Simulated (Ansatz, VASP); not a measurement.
**CuAu in VASP and in Ansatz**

File INCAR:

```
PREC = Accurate
ENCUT = 520
EDIFF = 1E-7
ISMEAR = 0
SIGMA = 0.1
LREAL = F
LASPH = T
NELM = 60
ALGO = Fast
ISIF = 2
LWAVE = F
LCHARG = T
GGA = PS
LELF = T
LVHAR = T
NBANDS = 18
```

The input KPOINTS:

```
Automatic mesh
0
Gamma
  6 6 6
```

File POSCAR:

```
CuAu
1.0
    2.8107494552      0.0000000000      0.0000000000
    0.0000000000      2.8107494552      0.0000000000
    0.0000000000      0.0000000000      3.6850000000
Cu Au
1 1
Direct
    0.5000000000      0.5000000000      0.5000000000
    0.0000000000      0.0000000000      0.0000000000
```

Input for Ansatz:

```yaml
crystal:
  lattice:
    - [2.8107494552, 0.0, 0.0]
    - [0.0, 2.8107494552, 0.0]
    - [0.0, 0.0, 3.685]
  atoms:
    - { symbol: Cu, position: [0.5, 0.5, 0.5] }
    - { symbol: Au, position: [0.0, 0.0, 0.0] }
basis:
  ecutwfc: 420
kpoints:
  mp_grid: { grid: [6, 6, 6] }
hamiltonian:
  xc: pbesol
scf:
  occupations: { method: gaussian, width: 0.1 }
output:
  forces: true
  stress: true
  eigenvalues: true
```

Alike in both runs: task single point; functional PBEsol; k mesh 6 × 6 × 6; occupations gaussian, width 0.1 eV; no spin polarisation.

|  | VASP | Ansatz |
| --- | --- | --- |
| version | VASP 6.6.1 | Ansatz 0.2.0 |
| potentials or method | VASP PAW PBE potentials, release 64 (Cu, Au), cutoff 520 eV | scalar-relativistic, plane waves, PAW |
| valence electrons in the cell | 22 | 38 |

```csv
,VASP,Ansatz,Ansatz less VASP
gap on the k mesh at the Fermi level (eV),none,none,-
pressure (GPa),-3.2,-3.2,-0.06
"traceless stress, the component that is largest in VASP (GPa)",-1.95,-2.03,-0.079
```

VASP's potentials were made for PBE, not for PBEsol. A gap of «none» marks a metal or a gap that the smearing closes. With one functional, cell and mesh, what is left measures potentials, basis and numerics. VASP's potentials hold 22 valence electrons a cell and Ansatz's 38, so a difference there can come from the potentials and not from the codes.

The k mesh is coarse, so the values compare programs but aren't converged. Neither program's run includes spin-orbit coupling.
